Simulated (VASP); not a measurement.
# C (P-1) in VASP: a series of runs

Runs on C. Level: PBE+D3(BJ). Tasks: single point.

Program: VASP 6.6.1. These are calculated values, not measurements. Logs are shortened: lines on timing, memory, paths and dates and some standing lists are left out, and cuts for length are marked.

### Step 1. The cell of the first run

The typed cell holds 10 atoms: a = 3.650 Å, b = 2.465 Å, c = 10.250 Å, α = 94.60°, β = 69.71°, γ = 90.00°.

### Step 2. Single point, PBE+D3(BJ)

Contents of INCAR:

```
SYSTEM = C
ALGO = Normal ; EDIFF = 1E-7
ENCUT = 520 ; GGA = PE
ISIF = 2 ; ISMEAR = 0
IVDW = 12 ; LASPH = .TRUE.
LCHARG = .FALSE. ; LREAL = .FALSE.
LWAVE = .FALSE. ; NBANDS = 31
NELM = 80 ; PREC = Accurate
SIGMA = 0.05
```

Contents of KPOINTS:

```
k-points
0
G
  7 11 3
  0 0 0
```

Contents of POSCAR:

```
C
1.0
    0.0000000000      1.4231463890     -3.3609366400
   -2.4649618524      0.0000000000      0.0000000000
    0.8216539508     10.2061948328      0.4626757195
C
10
Direct
   -0.1773693072      1.6964189968      0.8892569905
    0.7096261749      0.4227924886      0.0683774659
    0.7378773044      0.9911991157      0.2735973470
   -0.2338715661      0.5596057427      0.4788172282
   -0.2056204366      1.1280123698      0.6840371093
    0.7186249545      0.9456141384      0.1368424153
   -0.2531239160      0.5140207655      0.3420622965
   -0.2248727865      1.0824273925      0.5472821776
   -0.1966216571      0.6508340196      0.7525020588
   -0.1683705276      1.2192406466      0.9577219399
```

Potentials or basis: VASP PAW PBE potentials, release 64 (C).

Started as:

```bash
cat potpaw_PBE.64/C/POTCAR > POTCAR
mpirun -np 1 vasp_std > vasp.out
```

OUTCAR:

```text
SYSTEM = C
   EDIFF = 1E-7
   ENCUT = 520
   GGA = PE
   ISIF = 2
   ISMEAR = 0
   IVDW = 12
   LASPH = .TRUE.
   LREAL = .FALSE.
   NELM = 80
   PREC = Accurate
 IVDW          = 12

 ion  position               nearest neighbor table
   1  0.823  0.696  0.889-  10 1.42  10 1.42   9 1.42   2 1.92
   2  0.710  0.423  0.068-  10 1.14   6 1.42   6 1.42   1 1.92
   3  0.738  0.991  0.274-   7 1.42   7 1.42   6 1.42
   4  0.766  0.560  0.479-   8 1.42   8 1.42   7 1.42
   5  0.794  0.128  0.684-   9 1.42   9 1.42   8 1.42
   6  0.719  0.946  0.137-   2 1.42   2 1.42   3 1.42  10 1.92
   7  0.747  0.514  0.342-   3 1.42   3 1.42   4 1.42
   8  0.775  0.082  0.547-   4 1.42   4 1.42   5 1.42
   9  0.803  0.651  0.753-   5 1.42   5 1.42   1 1.42
  10  0.832  0.219  0.958-   2 1.14   1 1.42   1 1.42   6 1.92

  LATTYP: Found a triclinic cell.
 ALAT       =     4.4042340624
 B/A-ratio  =     0.8287087932
 C/A-ratio  =     2.1829947249
 COS(alpha) =     0.0100126946
 COS(beta)  =     0.0561281918
 COS(gamma) =     0.8287087932

  Lattice vectors:

 A1 = (  -2.4649618524,   1.4231463890,  -3.3609366400)
 A2 = (   0.0000000000,   1.4231463890,  -3.3609366400)
 A3 = (  -0.8216539508,  -8.7830484438,  -3.8236123595)

Analysis of symmetry for initial positions (statically):
=====================================================================
 Subroutine PRICEL returns:
 Original cell was already a primitive cell.

 Routine SETGRP: Setting up the symmetry group for a
 triclinic supercell.

 Subroutine GETGRP returns: Found  2 space group operations
 (whereof  1 operations were pure point group operations)
 out of a pool of  2 trial point group operations.

The static configuration has the point symmetry C_1 .
 The point group associated with its full space group is S_2 .

Analysis of symmetry for dynamics (positions and initial velocities):
=====================================================================
 Subroutine PRICEL returns:
 Original cell was already a primitive cell.

 Routine SETGRP: Setting up the symmetry group for a
 triclinic supercell.

 Subroutine GETGRP returns: Found  2 space group operations
 (whereof  1 operations were pure point group operations)
 out of a pool of  2 trial point group operations.

The dynamic configuration has the point symmetry C_1 .
 The point group associated with its full space group is S_2 .

 Subroutine INISYM returns: Found  2 space group operations
 (whereof  1 operations are pure point group operations),
 and found     1 'primitive' translations

----------------------------------------------------------------------------------------

                                     Primitive cell

  volume of cell :      86.1771

  direct lattice vectors                    reciprocal lattice vectors
     0.000000000  1.423146389 -3.360936640     0.000000000  0.013234117 -0.291932285
    -2.464961852  0.000000000  0.000000000    -0.405685791  0.032044784  0.013568961
     0.821653951 10.206194833  0.462675720     0.000000000  0.096134351  0.040706883

  length of vectors
     3.649827495  2.464961852 10.249663263     0.292232101  0.407175572  0.104397623

  position of ions in fractional coordinates (direct lattice)
     0.822630693  0.696418997  0.889256991
     0.709626175  0.422792489  0.068377466
     0.737877304  0.991199116  0.273597347
     0.766128434  0.559605743  0.478817228
     0.794379563  0.128012370  0.684037109
     0.718624955  0.945614138  0.136842415
     0.746876084  0.514020765  0.342062297
     0.775127213  0.082427393  0.547282178
     0.803378343  0.650834020  0.752502059
     0.831629472  0.219240647  0.957721940

  ion indices of the primitive-cell ions
   primitive index   ion index
                 1           1
                 2           2
                 3           3
                 4           4
                 5           5
                 6           6
                 7           7
                 8           8
                 9           9
                10          10

----------------------------------------------------------------------------------------

 KPOINTS: k-points

Automatic generation of k-mesh.
 Grid dimensions read from file:
 generate k-points for:    7   11    3

 Generating k-lattice:

  Cartesian coordinates                     Fractional coordinates (reciprocal lattice)
     0.000000000  0.001890588 -0.041704612     0.142857143  0.000000000 -0.000000000
    -0.036880526  0.002913162  0.001233542    -0.000000000  0.090909091  0.000000000
     0.000000000  0.032044784  0.013568961    -0.000000000  0.000000000  0.333333333

  Length of vectors
     0.041747443  0.037015961  0.034799208

  Shift w.r.t. Gamma in fractional coordinates (k-lattice)
     0.000000000  0.000000000  0.000000000

 Subroutine IBZKPT returns following result:
 ===========================================

 Found    116 irreducible k-points:

 Following reciprocal coordinates:
            Coordinates               Weight
  0.000000  0.000000  0.000000      1.000000
  0.142857  0.000000 -0.000000      2.000000
  0.285714  0.000000  0.000000      2.000000
  0.428571  0.000000 -0.000000      2.000000
 -0.000000  0.090909  0.000000      2.000000
  0.142857  0.090909  0.000000      2.000000
[... 16 lines left out ...]
 -0.428571  0.272727 -0.000000      2.000000
 -0.285714  0.272727 -0.000000      2.000000
 [... further k-points ...]
   k-points           NKPTS =    116   k-points in BZ     NKDIM =    116   number of bands    NBANDS=     31
   number of dos      NEDOS =    301   number of ions     NIONS =     10
   total plane-waves  NPLWV =  40320
   dimension x,y,z NGX =    28 NGY =   18 NGZ =   80
   dimension x,y,z NGXF=    56 NGYF=   36 NGZF=  160
   ions per type =              10
   NGX,Y,Z   is equivalent  to a cutoff of  12.75, 12.14, 12.98 a.u.
   NGXF,Y,Z  is equivalent  to a cutoff of  25.51, 24.28, 25.95 a.u.
 SYSTEM =  C
   PREC   = accura    normal or accurate (medium, high low for compatibility)
   ISTART =      0    job   : 0-new  1-cont  2-samecut
   ICHARG =      2    charge: 1-file 2-atom 10-const
   ISPIN  =      1    spin polarized calculation?
   LNONCOLLINEAR =      F non collinear calculations
   LSORBIT =      F    spin-orbit coupling
   LASPH  =      T    aspherical Exc in radial PAW
   ENCUT  =  520.0 eV  38.22 Ry    6.18 a.u.   6.79  4.58 19.06*2*pi/ulx,y,z
   NELM   =     80;   NELMIN=  2; NELMDL= -5     # of ELM steps
   EDIFF  = 0.1E-06   stopping-criterion for ELM
   LREAL  =      F    real-space projection
   EDIFFG = 0.1E-05   stopping-criterion for IOM
   NSW    =      0    number of steps for IOM
   IBRION =     -1    ionic relax: 0-MD 1-quasi-New 2-CG
   NFREE  =      0    steps in history (QN), initial steepest desc. (CG)
   ISIF   =      2    stress and relaxation
   ISYM   =      2    0-nonsym 1-usesym 2-fastsym
   POTIM  = 0.5000    time-step for ionic-motion
   TEBEG  =    0.0;   TEEND  =   0.0 temperature during run
   PSTRESS=    0.0 pullay stress
   NELECT =      40.0000    total number of electrons
   NUPDOWN=      -1.0000    fix difference up-down
   EMIN   =  10.00;   EMAX   =-10.00  energy-range for DOS
   EFERMI =   0.00;   METHOD = LEGACY
   ISMEAR =     0;   SIGMA  =   0.05  broadening in eV -4-tet -1-fermi 0-gaus
   EFERMI_NEDOS =   21; number of points for ismear=-14 and -15
   IALGO  =     38    algorithm
   IMIX   =      4    mixing-type and parameters
     AMIX     =   0.40;   BMIX     =  1.00
     AMIX_MAG =   1.60;   BMIX_MAG =  1.00
  volume/ion in A,a.u.               =       8.62        58.16
  Fermi-wavevector in a.u.,A,eV,Ry     =   1.267547  2.395317 21.860157  1.606676
  Thomas-Fermi vector in A             =   2.400689
   LORBIT       =      0    0 simple, 1 ext, 2 COOP (PROOUT), +10 PAW based schemes
   GGA     = PE    functional components
   LHFCALC =     F    Hartree Fock is set to
   AEXX    =    0.0000 exact exchange contribution
   IVDW    =    12    specifies the selected vdW correction
   LEPSILON=     F    determine dielectric tensor
   LRPA    =     F    only Hartree local field effects (RPA)
 non-spin polarized calculation
 Gauss-broadening in eV      SIGMA  =   0.05
  energy-cutoff  :      520.00
  volume of cell :       86.18
 maximum number of plane-waves:      2343
   NGX = 13   NGY =  9   NGZ = 37

 number of electron      40.0000002 magnetization

 Free energy of the ion-electron system (eV)
  ---------------------------------------------------
  ext. energy  EPLUGINS =         0.00000000
  ---------------------------------------------------
  free energy    TOTEN  =       -86.50094311 eV

  energy without entropy =      -86.50094124  energy(sigma->0) =      -86.50094217

 E-fermi :   5.0191     XC(G=0): -10.3428

 val. band max:        4.9011802950   @ k =   0.4286   0.2727   0.3333
 cond. band min:       5.1370602857   @ k =   0.4286   0.2727   0.3333
 fundamental gap:      0.2358799907
 Fermi energy:         5.0191202354

 k-point     1 :       0.0000    0.0000    0.0000
  band No.  band energies     occupation
      1     -16.2866      2.00000
      2     -14.2229      2.00000
      3     -13.6516      2.00000
      4     -11.2507      2.00000
      5     -10.6558      2.00000
      6      -6.6502      2.00000
[... 23 lines left out ...]
     30      13.1796      0.00000
     31      13.3324      0.00000

 k-point     2 :       0.1429    0.0000   -0.0000
  band No.  band energies     occupation
      1     -16.2596      2.00000
      2     -14.1848      2.00000
      3     -13.6098      2.00000
      4     -11.2557      2.00000
      5     -10.6426      2.00000
      6      -6.6698      2.00000
[... 740 lines left out ...]
 k-point    24 :      -0.2857    0.2727   -0.0000
  band No.  band energies     occupation
      1     -14.9574      2.00000
      2     -12.8218      2.00000
      3     -12.1889      2.00000
      4     -10.1889      2.00000
      5      -9.4391      2.00000
      6      -7.3175      2.00000
[... 23 lines left out ...]
     30      14.5639      0.00000
     31      14.9226      0.00000

 [... further k-points ...]

------------------------ aborting loop because EDIFF is reached ----------------------------------------

 Edisp (eV)   -1.43682

 E8    (eV) :    -0.4066

  FORCE on cell =-STRESS in cart. coord.  units (eV):
  Direction    XX          YY          ZZ          XY          YZ          ZX
  --------------------------------------------------------------------------------------
  -------------------------------------------------------------------------------------
  Total       5.02462    32.90574     4.07608     2.89513    12.91017    -0.26102
  in kB      93.41606   611.77302    75.78114    53.82536   240.02178    -4.85286
  external pressure =      260.32 kB  Pullay stress =        0.00 kB

 VOLUME and BASIS-vectors are now :
 -----------------------------------------------------------------------------
  energy-cutoff  :      520.00
  volume of cell :       86.18
      direct lattice vectors                 reciprocal lattice vectors
     0.000000000  1.423146389 -3.360936640     0.000000000  0.013234117 -0.291932285
    -2.464961852  0.000000000  0.000000000    -0.405685791  0.032044784  0.013568961
     0.821653951 10.206194833  0.462675720     0.000000000  0.096134351  0.040706883

 POSITION                                       TOTAL-FORCE (eV/Angst)
 -----------------------------------------------------------------------------------
     -0.98598     10.24665     -2.35337        -0.255639     -4.694344     -2.159870
     -0.98598      1.70778     -2.35337        -1.572541     23.457203      6.506308
     -2.21847      3.84250     -2.35337         0.667735     -0.420007      0.454856
     -0.98598      5.97721     -2.35337         0.061820     -0.255841     -0.043896
      0.24650      8.11193     -2.35337         0.039138     -0.367525      0.085874
     -2.21847      2.41935     -2.35194         0.255639      4.694344      2.159870
     -0.98598      4.55407     -2.35194        -0.039138      0.367525     -0.085874
      0.24650      6.68879     -2.35194        -0.061820      0.255841      0.043896
     -0.98598      8.82351     -2.35194        -0.667735      0.420007     -0.454856
      0.24650     10.95823     -2.35194         1.572541    -23.457203     -6.506308
 -----------------------------------------------------------------------------------
    total drift:                               -0.000001     -0.000002     -0.000005

  FREE ENERGIE OF THE ION-ELECTRON SYSTEM (eV)
  ---------------------------------------------------
  free  energy   TOTEN  =       -87.9377680459 eV

  energy  without entropy=      -87.9377661733  energy(sigma->0) =      -87.93776711
```

Run time: 6.3 min. Hardware: 1 thread of Oxide Virtual Turin-like, shared host; peak memory 0.29 GiB.

What came out:

* Free energy: -87.9378 eV
* Pressure: 26.0 GPa
* Largest force: 24.394 eV/Å
* Band gap on the k mesh: 0.24 eV, direct
* Dispersion energy per atom: -0.144 eV

Forces in eV/Å, atoms in the order of the input:
```
C    -0.256  -4.694  -2.160
C    -1.573  23.457   6.506
C     0.668  -0.420   0.455
C     0.062  -0.256  -0.044
C     0.039  -0.368   0.086
C     0.256   4.694   2.160
C    -0.039   0.368  -0.086
C    -0.062   0.256   0.044
C    -0.668   0.420  -0.455
C     1.573 -23.457  -6.506
```

Caveat: forces of over 1 eV/Å act on the atoms, so gaps and moduli don't describe the material at rest.

### Step 3. Single point, PBE+D3(BJ)

This run uses another cell than the first one, of 8.84 Å³/atom, 1.026 times its volume.

Contents of INCAR:

```
  ALGO = Normal
  EDIFF = 1E-6
  ENCUT = 520
  GGA = PE
  ISIF = 2
  ISMEAR = 0
  IVDW = 12
  LASPH = T
  LCHARG = T
  LELF = T
  LREAL = F
  LVHAR = T
  LWAVE = F
  NBANDS = 31
  NELM = 80
  PREC = Accurate
  SIGMA = 0.05
```

Contents of KPOINTS:

```
k-points
0
Gamma
  7 11 3
```

Contents of POSCAR:

```
C
1.0
    0.0000000000      1.4231463890     -3.3609366400
   -2.4649618524      0.0000000000      0.0000000000
   -0.8216539508      9.4876425934      2.8007805333
C
10
Direct
    0.4224116855      1.1111205843      0.8666382472
    0.7557450189      0.3777872509      0.0666382472
    0.9224116855      0.8111205843      0.2666382472
    0.0890783522      0.2444539176      0.4666382472
    0.2557450189      0.6777872509      0.6666382472
    0.8109216478      0.8555460824      0.1333617528
   -0.0224116855      0.2888794157      0.3333617528
    0.1442549811      0.7222127491      0.5333617528
    0.3109216478      0.1555460824      0.7333617528
    0.4775883145      0.5888794157      0.9333617528
```

Potentials or basis: VASP PAW PBE potentials, release 64 (C).

Started as:

```bash
cat potpaw_PBE.64/C/POTCAR > POTCAR
mpirun -np 1 vasp_std > vasp.out
```

It took 7.6 min on 1 thread of Oxide Virtual Turin-like, shared host; peak memory 0.29 GiB.

It converged, with:

```
Free energy                : -91.4993 eV
Pressure                   : -5.0 GPa
Largest force              : 4.836 eV/Å
Band gap on the k mesh     : 0.14 eV, indirect (least direct gap 0.19 eV)
Dispersion energy per atom : -0.159 eV
```

Forces on the atoms (eV/Å):
```
C   -0.295  1.215 -0.124
C   -3.250 -2.531  2.533
C   -0.336  0.343 -0.374
C   -0.030  0.137  0.047
C   -0.022  0.187 -0.002
C    0.295 -1.215  0.124
C    0.022 -0.187  0.002
C    0.030 -0.137 -0.047
C    0.336 -0.343  0.374
C    3.250  2.531 -2.533
```

Stress tensor (GPa, compression positive):
```
 -3.00 -11.85   2.67
-11.85 -11.07   4.28
  2.67   4.28  -1.03
```

Levels at points of the mesh, in eV from the valence-band top:
| k point | band 18 | band 19 | band 20 | band 21 | band 22 | band 23 |
| --- | --- | --- | --- | --- | --- | --- |
| (0.00, 0.00, 0.00) | -3.19 | -3.16 | -2.25 | 2.38 | 2.48 | 4.66 |

Caveat: forces of over 1 eV/Å act on the atoms, so gaps and moduli don't describe the material at rest.
